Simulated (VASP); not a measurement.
# FeO (R-3m) in VASP: notebook

FeO is run at these levels: PBE+U; tasks: single point, phonons.

Program: VASP 6.6.1. These are calculated values, not measurements. Logs are shortened: lines on timing, memory, paths and dates and some standing lists are left out, and cuts for length are marked.

## Step 1: The cell of the first run

Symmetry: R-3m, No. 166, trigonal system. Conventional cell: a = 3.169 Å, b = 3.169 Å, c = 7.448 Å, α = 90.00°, β = 90.00°, γ = 120.00°. Within 2.9 Å of Fe (site symmetry -3m) lie 6 O at 2.21 Å. O (site symmetry -3m) has 6 Fe at 2.21 Å within 2.9 Å.

## Step 2: Single point, PBE+U, collinear spin, ferromagnetic start

INCAR reads:

```
PREC = Accurate ; ENCUT = 600
EDIFF = 1E-6 ; ISMEAR = 0
SIGMA = 0.02 ; LREAL = F
LASPH = T ; NELM = 200
ALGO = Normal ; ISIF = 2
LWAVE = F ; LCHARG = F
ISPIN = 2 ; MAGMOM = 3.9 0.17
LORBIT = 11 ; LMAXMIX = 4
LDAU = T ; LDAUTYPE = 2
LDAUL = 2 -1 ; LDAUU = 5.3 0
LDAUJ = 0 0 ; LDAUPRINT = 1
GGA = PE ; NBANDS = 22
GGA_COMPAT = F
```

KPOINTS reads:

```
Automatic mesh
0
Gamma
  12 12 12
```

POSCAR reads:

```
FeO
1.0
    1.5845266723      0.9148269008      2.4827937714
   -1.5845266723      0.9148269008      2.4827937714
    0.0000000000     -1.8296538016      2.4827937714
Fe O
1 1
Direct
    0.0000000000      0.0000000000      0.0000000000
    0.5000000000      0.5000000000      0.5000000000
```

Potentials or basis: VASP PAW PBE potentials, release 64 (Fe_sv, O).

On the command line:

```bash
> cat potpaw_PBE.64/Fe_sv/POTCAR potpaw_PBE.64/O/POTCAR > POTCAR
> mpirun -np 1 vasp_std > vasp.out
```

OUTCAR:

```text
PREC = Accurate
   ENCUT = 600
   EDIFF = 1E-6
   ISMEAR = 0
   LREAL = F
   LASPH = T
   NELM = 200
   ISIF = 2
   ISPIN = 2
   LORBIT = 11
   GGA = PE

 ion  position               nearest neighbor table
   1  0.000  0.000  0.000-   2 2.21   2 2.21   2 2.21   2 2.21   2 2.21   2 2.21
   2  0.500  0.500  0.500-   1 2.21   1 2.21   1 2.21   1 2.21   1 2.21   1 2.21

  LATTYP: Found a trigonal (rhomboedric) cell.
 ALAT       =     3.0841364991
 COS(alpha) =     0.4720875287

  Lattice vectors:

 A1 = (   1.5845266723,   0.9148269008,   2.4827937714)
 A2 = (  -1.5845266723,   0.9148269008,   2.4827937714)
 A3 = (   0.0000000000,  -1.8296538016,   2.4827937714)

Analysis of symmetry for initial positions (statically):
=====================================================================
 Subroutine PRICEL returns:
 Original cell was already a primitive cell.

 Routine SETGRP: Setting up the symmetry group for a
 trigonal (rhombohedral) supercell.

 Subroutine GETGRP returns: Found 12 space group operations
 (whereof 12 operations were pure point group operations)
 out of a pool of 12 trial point group operations.

The static configuration has the point symmetry D_3d.

Analysis of symmetry for dynamics (positions and initial velocities):
=====================================================================
 Subroutine PRICEL returns:
 Original cell was already a primitive cell.

 Routine SETGRP: Setting up the symmetry group for a
 trigonal (rhombohedral) supercell.

 Subroutine GETGRP returns: Found 12 space group operations
 (whereof 12 operations were pure point group operations)
 out of a pool of 12 trial point group operations.

The dynamic configuration has the point symmetry D_3d.

Analysis of structural, dynamic, and magnetic symmetry:
=====================================================================
 Subroutine PRICEL returns:
 Original cell was already a primitive cell.

 Routine SETGRP: Setting up the symmetry group for a
 trigonal (rhombohedral) supercell.

 Subroutine GETGRP returns: Found 12 space group operations
 (whereof 12 operations were pure point group operations)
 out of a pool of 12 trial point group operations.

The overall configuration has the point symmetry D_3d.

 Subroutine INISYM returns: Found 12 space group operations
 (whereof 12 operations are pure point group operations),
 and found     1 'primitive' translations

----------------------------------------------------------------------------------------

                                     Primitive cell

  volume of cell :      21.5939

  direct lattice vectors                    reciprocal lattice vectors
     1.584526672  0.914826901  2.482793771     0.315551646  0.182183828  0.134257358
    -1.584526672  0.914826901  2.482793771    -0.315551646  0.182183828  0.134257358
     0.000000000 -1.829653802  2.482793771     0.000000000 -0.364367656  0.134257358

  length of vectors
     3.084136499  3.084136499  3.084136499     0.388315370  0.388315370  0.388315370

  position of ions in fractional coordinates (direct lattice)
     0.000000000  0.000000000  0.000000000
     0.500000000  0.500000000  0.500000000

  ion indices of the primitive-cell ions
   primitive index   ion index
                 1           1
                 2           2

----------------------------------------------------------------------------------------
[... 63 lines left out ...]
   ICHARG =      2    charge: 1-file 2-atom 10-const
   ISPIN  =      2    spin polarized calculation?
   LNONCOLLINEAR =      F non collinear calculations
   LSORBIT =      F    spin-orbit coupling
   LASPH  =      T    aspherical Exc in radial PAW
   ENCUT  =  600.0 eV  44.10 Ry    6.64 a.u.   6.16  6.16  6.16*2*pi/ulx,y,z
   NELM   =    200;   NELMIN=  2; NELMDL= -5     # of ELM steps
   EDIFF  = 0.1E-05   stopping-criterion for ELM
   LREAL  =      F    real-space projection
   EDIFFG = 0.1E-04   stopping-criterion for IOM
   NSW    =      0    number of steps for IOM
   IBRION =     -1    ionic relax: 0-MD 1-quasi-New 2-CG
   NFREE  =      0    steps in history (QN), initial steepest desc. (CG)
   ISIF   =      2    stress and relaxation
   ISYM   =      2    0-nonsym 1-usesym 2-fastsym
   POTIM  = 0.5000    time-step for ionic-motion
   TEBEG  =    0.0;   TEEND  =   0.0 temperature during run
   PSTRESS=    0.0 pullay stress
   NELECT =      22.0000    total number of electrons
   NUPDOWN=      -1.0000    fix difference up-down
   EMIN   =  10.00;   EMAX   =-10.00  energy-range for DOS
   EFERMI =   0.00;   METHOD = LEGACY
   ISMEAR =     0;   SIGMA  =   0.02  broadening in eV -4-tet -1-fermi 0-gaus
   EFERMI_NEDOS =   21; number of points for ismear=-14 and -15
   IALGO  =     38    algorithm
   IMIX   =      4    mixing-type and parameters
     AMIX     =   0.40;   BMIX     =  1.00
     AMIX_MAG =   1.60;   BMIX_MAG =  1.00
  volume/ion in A,a.u.               =      10.80        72.86
  Fermi-wavevector in a.u.,A,eV,Ry     =   1.647298  3.112943 36.920659  2.713592
  Thomas-Fermi vector in A             =   2.736781
   LORBIT       =     11    0 simple, 1 ext, 2 COOP (PROOUT), +10 PAW based schemes
 LDA+U is selected, type is set to LDAUTYPE =  2
   angular momentum for each species LDAUL =     2   -1
   U (eV)           for each species LDAUU =   5.3  0.0
   J (eV)           for each species LDAUJ =   0.0  0.0
   GGA     = PE    functional components
   LHFCALC =     F    Hartree Fock is set to
   AEXX    =    0.0000 exact exchange contribution
   IVDW    =     0    specifies the selected vdW correction
   LEPSILON=     F    determine dielectric tensor
   LRPA    =     F    only Hartree local field effects (RPA)
 spin polarized calculation
 Gauss-broadening in eV      SIGMA  =   0.02
  energy-cutoff  :      600.00
  volume of cell :       21.59
 maximum number of plane-waves:       742
 NGX is ok and might be reduce to    28
   NGX = 13   NGY = 13   NGZ = 13

atom =   1  type =  1  l = 2

 onsite density matrix

spin component  1

  0.9175  0.0000  0.0000 -0.0132 -0.0000
  0.0000  0.9247 -0.0000  0.0000 -0.0132
  0.0000 -0.0000  0.9102  0.0000  0.0000
 -0.0132  0.0000  0.0000  0.9247  0.0000
 -0.0000 -0.0132  0.0000  0.0000  0.9175

spin component  2

  0.2160 -0.0000 -0.0000  0.1661 -0.0000
 -0.0000  0.2280  0.0000 -0.0000  0.1661
 -0.0000  0.0000  0.0399 -0.0000  0.0000
  0.1661 -0.0000 -0.0000  0.2280  0.0000
 -0.0000  0.1661  0.0000  0.0000  0.2160

 occupancies and eigenvectors

  o =  0.0399  v =  0.0000  0.0000  0.0000  0.0000  0.0000  0.0000  0.0000  1.0000  0.0000 -0.0000      0.0000  0.0000  0.0000  0.0000  0.0000  0.0000  0.0000  0.0000  0.0000  0.0000
  o =  0.0558  v =  0.0000  0.0000  0.0000  0.0000  0.0000 -0.7197  0.0000 -0.0000  0.6943 -0.0000      0.0000  0.0000  0.0000  0.0000  0.0000  0.0000  0.0000  0.0000  0.0000  0.0000
  o =  0.0558  v =  0.0000  0.0000  0.0000  0.0000  0.0000  0.0000  0.6943 -0.0000  0.0000 -0.7197      0.0000  0.0000  0.0000  0.0000  0.0000  0.0000  0.0000  0.0000  0.0000  0.0000
  o =  0.3882  v =  0.0000  0.0000  0.0000  0.0000  0.0000  0.6943  0.0000 -0.0000  0.7197 -0.0000      0.0000  0.0000  0.0000  0.0000  0.0000  0.0000  0.0000  0.0000  0.0000  0.0000
  o =  0.3882  v =  0.0000  0.0000  0.0000  0.0000  0.0000  0.0000 -0.7197 -0.0000  0.0000 -0.6943      0.0000  0.0000  0.0000  0.0000  0.0000  0.0000  0.0000  0.0000  0.0000  0.0000
  o =  0.9074  v = -0.7957  0.0000  0.0000 -0.6057 -0.0000  0.0000  0.0000  0.0000  0.0000  0.0000      0.0000  0.0000  0.0000  0.0000  0.0000  0.0000  0.0000  0.0000  0.0000  0.0000
  o =  0.9074  v =  0.0000 -0.6057  0.0000 -0.0000 -0.7957  0.0000  0.0000  0.0000  0.0000  0.0000      0.0000  0.0000  0.0000  0.0000  0.0000  0.0000  0.0000  0.0000  0.0000  0.0000
  o =  0.9102  v =  0.0000 -0.0000 -1.0000 -0.0000 -0.0000  0.0000  0.0000  0.0000  0.0000  0.0000      0.0000  0.0000  0.0000  0.0000  0.0000  0.0000  0.0000  0.0000  0.0000  0.0000
  o =  0.9348  v = -0.6057 -0.0000 -0.0000  0.7957  0.0000  0.0000  0.0000  0.0000  0.0000  0.0000      0.0000  0.0000  0.0000  0.0000  0.0000  0.0000  0.0000  0.0000  0.0000  0.0000
  o =  0.9348  v =  0.0000  0.7957 -0.0000  0.0000 -0.6057  0.0000  0.0000  0.0000  0.0000  0.0000      0.0000  0.0000  0.0000  0.0000  0.0000  0.0000  0.0000  0.0000  0.0000  0.0000

 number of electron      22.0000012 magnetization       4.0173616

 Free energy of the ion-electron system (eV)
  ---------------------------------------------------
  ext. energy  EPLUGINS =         0.00000000
  ---------------------------------------------------
  free energy    TOTEN  =       -12.05604444 eV

  energy without entropy =      -12.05579782  energy(sigma->0) =      -12.05592113

 E-fermi :   9.2873     XC(G=0): -12.0672

 val. band max:        9.2798190201   @ k =  -0.3333   0.0833   0.0000
 cond. band min:       9.2889251905   @ k =   0.4167   0.0833   0.0000
 fundamental gap:      0.0091061704
 Fermi energy:         9.2873432102

 spin component 1

 k-point     1 :       0.0000    0.0000    0.0000
  band No.  band energies     occupation
      1     -81.3596      1.00000
      2     -47.6156      1.00000
      3     -47.2641      1.00000
      4     -47.2641      1.00000
      5     -11.1328      1.00000
      6       2.6348      1.00000
[... 1193 lines left out ...]
     21      34.0994      0.00000
     22      35.3945      0.00000

 [... further k-points ...]
[... 5 lines left out ...]
  --------------------------------------------------------------------------------------
  -------------------------------------------------------------------------------------
  Total       -1.5497955     -1.5497955     -1.1557244     -0.0000000     -0.0000000      0.0000000
  in kB     -114.9885521   -114.9885521    -85.7500726     -0.0000000     -0.0000000      0.0000000
  external PRESSURE =    -105.2423922 kB  Pullay stress =       0.0000000 kB

 VOLUME and BASIS-vectors are now :
 -----------------------------------------------------------------------------
  energy-cutoff  :      600.00
  volume of cell :       21.59
      direct lattice vectors                 reciprocal lattice vectors
     1.584526672  0.914826901  2.482793771     0.315551646  0.182183828  0.134257358
    -1.584526672  0.914826901  2.482793771    -0.315551646  0.182183828  0.134257358
     0.000000000 -1.829653802  2.482793771     0.000000000 -0.364367656  0.134257358

 POSITION                                       TOTAL-FORCE (eV/Angst)
 -----------------------------------------------------------------------------------
      0.00000      0.00000      0.00000         0.000000      0.000000      0.000000
      0.00000      0.00000      3.72419         0.000000     -0.000000      0.000000
 -----------------------------------------------------------------------------------
    total drift:                                0.000000      0.000000      0.000000

  FREE ENERGIE OF THE ION-ELECTRON SYSTEM (eV)
  ---------------------------------------------------
  free  energy   TOTEN  =       -12.0560444383 eV

  energy  without entropy=      -12.0557978226  energy(sigma->0) =      -12.05592113

 total charge

# of ion       s       p       d       tot
------------------------------------------
    1        2.102   5.991   5.499  13.592
    2        1.551   3.432   0.000   4.982
--------------------------------------------------
tot          3.652   9.423   5.499  18.574

 magnetization (x)

# of ion       s       p       d       tot
------------------------------------------
    1        0.016   0.010   3.656   3.682
    2        0.022   0.162   0.000   0.185
--------------------------------------------------
tot          0.038   0.173   3.656   3.866
```

Run time: 2.4 min. Hardware: 1 thread of Intel Xeon 6975P-C (Granite Rapids), shared host; peak memory 0.3 GiB.

What came out:

| Item | Value |
| --- | --- |
| Free energy | -12.0560 eV |
| Pressure | -10.5 GPa |
| Band gap on the k mesh | zero (filled and empty bands overlap) |
| Net moment | 4.02 μB per cell |
| Site moments | Fe +3.68; O +0.18 μB |
| Valence electrons inside the program's atomic spheres | Fe 13.59; O 4.98 |

Eigenvalues of the final occupation matrices:
```
    site  spin  trace               eigenvalues
site 1 d     1   4.59  0.91 0.91 0.91 0.93 0.93
site 1 d     2   0.93  0.04 0.06 0.06 0.39 0.39
```

Caveat: the cell stands under tension; a cell with one magnetic atom can't hold antiferromagnetic order, which such compounds often take.

## Step 3: Phonons, PBE+U, collinear spin, ferromagnetic start (11.01 Å³/atom)

This run uses another cell than the first one, of 11.01 Å³/atom.

INCAR reads:

```
ALGO = Normal
EDIFF = 1E-8
ENCUT = 520
GGA = PE
IBRION = 6
ISIF = 2
ISMEAR = 0
ISPIN = 2
LASPH = T
LCHARG = T
LDAU = T
LDAUJ = 0 0
LDAUL = 2 -1
LDAUPRINT = 1
LDAUTYPE = 2
LDAUU = 5.3 0
LMAXMIX = 4
LORBIT = 11
LREAL = F
LWAVE = F
MAGMOM = 3.91 0.17
NBANDS = 18
NELM = 150
NFREE = 2
NSW = 1
POTIM = 0.015
PREC = Accurate
SIGMA = 0.02
```

KPOINTS reads:

```
k-points
0
Gamma
  12 12 12
```

POSCAR reads:

```
FeO
1.0
    1.5943871551      0.9205198532      2.5012226594
   -1.5943871551      0.9205198532      2.5012226594
    0.0000000000     -1.8410397063      2.5012226594
Fe O
1 1
Direct
    0.0000000000      0.0000000000      0.0000000000
    0.5000000000      0.5000000000      0.5000000000
```

Potentials or basis: VASP PAW PBE potentials, release 64 (Fe, O).

On the command line:

```bash
> cat potpaw_PBE.64/Fe/POTCAR potpaw_PBE.64/O/POTCAR > POTCAR
> mpirun -np 1 vasp_std > vasp.out
```

OUTCAR:

```text
EDIFF = 1E-8
   ENCUT = 520
   GGA = PE
   IBRION = 6
   ISIF = 2
   ISMEAR = 0
   ISPIN = 2
   LASPH = T
   LORBIT = 11
   LREAL = F
   NELM = 150
   NFREE = 2
   NSW = 1
   POTIM = 0.015
   PREC = Accurate

 ion  position               nearest neighbor table
   1  0.000  0.000  0.000-   2 2.23   2 2.23   2 2.23   2 2.23   2 2.23   2 2.23
   2  0.500  0.500  0.500-   1 2.23   1 2.23   1 2.23   1 2.23   1 2.23   1 2.23

  LATTYP: Found a trigonal (rhomboedric) cell.
 ALAT       =     3.1057272888
 COS(alpha) =     0.4729025280

  Lattice vectors:

 A1 = (   1.5943871551,   0.9205198532,   2.5012226594)
 A2 = (  -1.5943871551,   0.9205198532,   2.5012226594)
 A3 = (   0.0000000000,  -1.8410397063,   2.5012226594)

[... 1578 lines left out ...]

 INTERNAL STRAIN TENSORS FROM DISPLACED ATOMS
 ============================================

 INTERNAL STRAIN TENSOR FOR ION    1 for displacements in x,y,z  (eV/Angst):
          X           Y           Z          XY          YZ          ZX
  --------------------------------------------------------------------------------
  x     0.00000     0.00000     0.00000     0.00000     0.00000     0.00000
  y     0.00000     0.00000     0.00000     0.00000     0.00000     0.00000
  z     0.00000     0.00000     0.00000     0.00000     0.00000     0.00000

 INTERNAL STRAIN TENSOR FOR ION    2 for displacements in x,y,z  (eV/Angst):
          X           Y           Z          XY          YZ          ZX
  --------------------------------------------------------------------------------
  x     0.00000     0.00000     0.00000     0.00000     0.00000     0.00000
  y     0.00000     0.00000     0.00000     0.00000     0.00000     0.00000
  z     0.00000     0.00000     0.00000     0.00000     0.00000     0.00000

 Eigenvectors and eigenvalues of the dynamical matrix
 ----------------------------------------------------

   1 f  =    8.031418 THz    50.462889 2PiTHz  267.899276 cm-1    33.215262 meV
             X         Y         Z           dx          dy          dz
      0.000000  0.000000  0.000000     0.000000   -0.000000   -0.471913
      0.000000  0.000000  3.751834    -0.000000    0.000000    0.881645
[... 21 lines left out ...]
   6 f/i=    0.010394 THz     0.065309 2PiTHz    0.346715 cm-1     0.042987 meV
             X         Y         Z           dx          dy          dz
      0.000000  0.000000  0.000000    -0.880804    0.051764    0.000000
      0.000000  0.000000  3.751834    -0.469832    0.027612    0.000000

 ELASTIC MODULI CONTR FROM IONIC RELAXATION (kBar)
 Direction    XX          YY          ZZ          XY          YZ          ZX
 --------------------------------------------------------------------------------
 XX           0.0000      0.0000      0.0000      0.0000      0.0000      0.0000
 YY           0.0000      0.0000      0.0000      0.0000      0.0000      0.0000
 ZZ           0.0000      0.0000      0.0000      0.0000      0.0000      0.0000
 XY           0.0000      0.0000      0.0000      0.0000      0.0000      0.0000
 YZ           0.0000      0.0000      0.0000      0.0000      0.0000      0.0000
 ZX           0.0000      0.0000      0.0000      0.0000      0.0000      0.0000
 --------------------------------------------------------------------------------

 total charge

# of ion       s       p       d       tot
------------------------------------------
    1        0.271   0.309   6.039   6.619
    2        1.553   3.417   0.000   4.970
--------------------------------------------------
tot          1.824   3.726   6.039  11.589

 magnetization (x)

# of ion       s       p       d       tot
------------------------------------------
    1        0.027   0.019   3.801   3.847
    2        0.016   0.141   0.000   0.157
--------------------------------------------------
tot          0.043   0.160   3.801   4.004
```

stdout:

```text
POSCAR found type information on POSCAR FeO
 POSCAR found :  2 types and       2 ions
 scaLAPACK will be used
 LDA part: xc-table for (Slater+PW92), standard interpolation
 POSCAR, INCAR and KPOINTS ok, starting setup
 FFT: planning ... GRIDC
 FFT: planning ... GRID_SOFT
 FFT: planning ... GRID
 WAVECAR not read
 entering main loop
 Found     4 degrees of freedom:
 Finite differences POTIM= 0.01500 DOF=   4
 bond charge predicted
 Finite differences progress:
 bond charge predicted
 Finite differences progress:
 bond charge predicted
 Finite differences progress:
 bond charge predicted
 Finite differences progress:
 bond charge predicted
 Finite differences progress:
 bond charge predicted
 Finite differences progress:
 bond charge predicted
 Finite differences progress:
 bond charge predicted
 Finite differences progress:
```

It took 17 min on 1 thread of AMD EPYC 9R45 (Zen 5), shared host; peak memory 0.55 GiB.

What came out:

| Item | Value |
| --- | --- |
| Net moment | 4.00 μB per cell |
| Site moments | Fe +3.85; O +0.16 μB |
| Valence electrons inside the program's atomic spheres | Fe 6.62; O 4.97 |
| Highest phonon frequency at Γ, LO-TO splitting left out | 268 cm⁻¹ |

Phonon frequencies in cm⁻¹ (negative: imaginary):
```tsv
q point	frequencies
(0.000, 0.000, 0.000)	0 0 0 242 242 268
```

Eigenvalues of the final occupation matrices:
```csv
site,spin,trace,eigenvalues
site 1 d,1,4.93,0.97 0.97 0.97 1.01 1.01
site 1 d,2,1.13,0.04 0.08 0.08 0.46 0.46
```

Caveat: the cell stands under pressure or tension, which shifts response properties; a cell with one magnetic atom can't hold antiferromagnetic order, which such compounds often take.
